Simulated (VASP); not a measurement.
Wanted: the native input for a VASP 6.6.1 run.

| Item | Value |
| --- | --- |
| Task | single point |
| Functional | PBE |
| Potentials or basis | VASP PAW PBE potentials, release 64 (Mg, Zn, S) |
| Cutoff | 520 eV |
| k mesh | 6 × 6 × 4 |
| Occupations | gaussian, width 0.02 eV |
| Spin | no spin polarisation |
| Dipole correction | no |
| Further INCAR settings | ALGO = Normal; EDIFF = 1e-06; NBANDS = 56 |

The structure of MgZn2S3 lies in POSCAR:

```
MgZn2S3
1.0
    6.7762916135      0.0000000000      0.0000000000
   -3.3881458067      5.8684406807      0.0000000000
    0.0000000000      0.0000000000      6.3823094227
Mg Zn S
2 4 6
Direct
    0.6666666667      0.3333333333      0.9984923201
    0.3333333333      0.6666666667      0.9984923201
    0.3301365176      0.0000000000      0.5002122055
    0.0000000000      0.3301365176      0.5002122055
    0.6698634824      0.6698634824      0.5002122055
    0.0000000000      0.0000000000      0.9995767101
    0.0000000000      0.0000000000      0.3717471419
    0.6666666667      0.3333333333      0.3856300170
    0.3333333333      0.6666666667      0.3856300170
    0.3230989938      0.0000000000      0.8699295991
    0.0000000000      0.3230989938      0.8699295991
    0.6769010062      0.6769010062      0.8699295991
```

One way to write it, as run:

INCAR

```
SYSTEM = MgZn2S3
ALGO = Normal
EDIFF = 1E-6
ENCUT = 520
GGA = PE
ISIF = 2
ISMEAR = 0
LASPH = .TRUE.
LCHARG = .FALSE.
LREAL = .FALSE.
LWAVE = .FALSE.
NBANDS = 56
NELM = 80
PREC = Accurate
SIGMA = 0.02
```

KPOINTS

```
k-points
0
G
  6 6 4
  0 0 0
```

Potentials or basis: VASP PAW PBE potentials, release 64 (Mg, Zn, S).

Command:

```bash
$ cat potpaw_PBE.64/Mg/POTCAR potpaw_PBE.64/Zn/POTCAR potpaw_PBE.64/S/POTCAR > POTCAR
$ mpirun -np 1 vasp_std > vasp.out
```

It gave:

The pressure is 0.0 GPa. The largest force is 0.023 eV/Å and the band gap on the k mesh is 2.34 eV, direct.

It took 7.4 min on 1 thread of Intel Xeon 6975P-C, on a shared host, peak memory 0.49 GiB.
